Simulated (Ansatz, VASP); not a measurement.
Hf in VASP and in Ansatz

File INCAR:

```
PREC = Accurate ; ENCUT = 520
EDIFF = 1E-6 ; ISMEAR = -1
SIGMA = 0.1 ; LREAL = F
LASPH = T ; NELM = 100
ALGO = Normal ; ISIF = 2
LWAVE = F ; LCHARG = F
GGA = PE ; NBANDS = 28
```

Contents of KPOINTS:

```
Automatic mesh
0
Gamma
  15 15 4
```

The input POSCAR:

```
Hf
1.0
    3.0662364136      0.0000000000      0.0000000000
   -1.5331182068      2.6554386282      0.0000000000
    0.0000000000      0.0000000000      9.8067535338
Hf
4
Direct
    1.0000000000      1.0000000000      1.0000000000
    1.0000000000      1.0000000000      0.5000000000
    0.3333333333      0.6666666667      0.2500000000
    0.6666666667      0.3333333333      0.7500000000
```

Input for Ansatz:

```yaml
crystal:
  lattice:
    - [3.0662364136, 0.0, 0.0]
    - [-1.5331182068, 2.6554386282, 0.0]
    - [0.0, 0.0, 9.8067535338]
  atoms:
    - { symbol: Hf, position: [1.0, 1.0, 1.0] }
    - { symbol: Hf, position: [1.0, 1.0, 0.5] }
    - { symbol: Hf, position: [0.3333333333, 0.6666666667, 0.25] }
    - { symbol: Hf, position: [0.6666666667, 0.3333333333, 0.75] }
hamiltonian:
  xc: pbe
  pseudopotentials:
    kind: paw
    azcp:
      Hf: "pseudopotentials/Hf.paw.azcp"
basis:
  ecutwfc: 420
  fft_grid_basis: typed
kpoints:
  mp_grid: { grid: [15, 15, 4], shift: [0, 0, 0] }
magnetization:
  spin_polarized: false
scf:
  occupations: { method: fermi_dirac, width: 0.1 }
output:
  stress: true
```

Alike in both runs: task single point; functional PBE; k mesh 15 × 15 × 4; occupations fermi-dirac, width 0.1 eV; no spin polarisation.

```csv
,VASP,Ansatz
version,VASP 6.6.1,Ansatz 0.2.0
potentials or method,"VASP PAW PBE potentials, release 64 (Hf_pv), cutoff 520 eV","plane waves (420 eV) with PAW, scalar-relativistic"
valence electrons in the cell,40,104
```

Ansatz gave:

| Item | Value |
| --- | --- |
| pressure (GPa) | 16.5 |
| traceless stress, the component that is largest in VASP (GPa) | 0.33 |

Question: Which values does VASP return?

Answer: Pressure (GPa): 16.0; traceless stress, the component that is largest in VASP (GPa): 0.27.

With one functional, cell and mesh, what is left measures potentials, basis and numerics. VASP's potentials hold 40 valence electrons a cell and Ansatz's 104, so a difference there can come from the potentials and not from the codes.

Neither program's run includes spin-orbit coupling.
